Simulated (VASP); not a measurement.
NiMoIrPdW, 5 atoms in the cell. The structure is trigonal, space group P3m1 (No. 156). Conventional cell: a = 2.705 Å, b = 2.705 Å, c = 11.057 Å, α = 90.00°, β = 90.00°, γ = 120.00°. Within 3.3 Å of Ni (site symmetry 3m) lie 3 W at 2.54 Å and 3 Pd at 2.59 Å and 6 Ni at 2.70 Å. Within 3.4 Å of Mo (site symmetry 3m) lie 1 W at 2.60 Å and 3 Ir at 2.64 Å and 6 Mo at 2.70 Å. Within 3.4 Å of Pd (site symmetry 3m) lie 3 Ni at 2.59 Å and 6 Pd at 2.70 Å and 3 Ir at 2.75 Å. Within 3.5 Å of Ir (site symmetry 3m) lie 3 Mo at 2.64 Å and 6 Ir at 2.70 Å and 3 Pd at 2.75 Å. Within 3.3 Å of W (site symmetry 3m) lie 3 Ni at 2.54 Å and 1 Mo at 2.60 Å and 6 W at 2.70 Å. 

```yaml
Program: VASP 6.6.1
Task: single point
Functional: PBEsol
Dispersion: D3(BJ)
Potentials_or_basis: VASP PAW PBE potentials, release 64 (Ni, Mo_sv, Pd, Ir, W_sv)
Cutoff: 520 eV
k_mesh: 8 × 8 × 2
Occupations: fermi-dirac, width 0.05 eV
Spin: collinear spin, ferromagnetic start
Starting_moments: "[1.0, 1.0, 0.0, 0.6, 0.0] μB"
Dipole_correction: no
Further_INCAR_settings: ALGO = Fast; EDIFF = 1e-07; NBANDS = 40
```

Potentials or basis: VASP PAW PBE potentials, release 64 (Ni, Mo_sv, Pd, Ir, W_sv).

Run with:

```sh
$ cat potpaw_PBE.64/Ni/POTCAR potpaw_PBE.64/Mo_sv/POTCAR potpaw_PBE.64/Pd/POTCAR potpaw_PBE.64/Ir/POTCAR potpaw_PBE.64/W_sv/POTCAR > POTCAR
$ mpirun -np 1 vasp_std > vasp.out
```

Hardware: 1 thread of Intel(R) Xeon(R) Platinum 8488C (Sapphire Rapids), with other jobs on the host.

Q: Estimate the wall time of this run.

A: Run time: 2.3 min on 1 thread of Intel(R) Xeon(R) Platinum 8488C (Sapphire Rapids), with other jobs on the host, peak memory 0.29 GiB. Counts: scf iterations 24, k points 20.
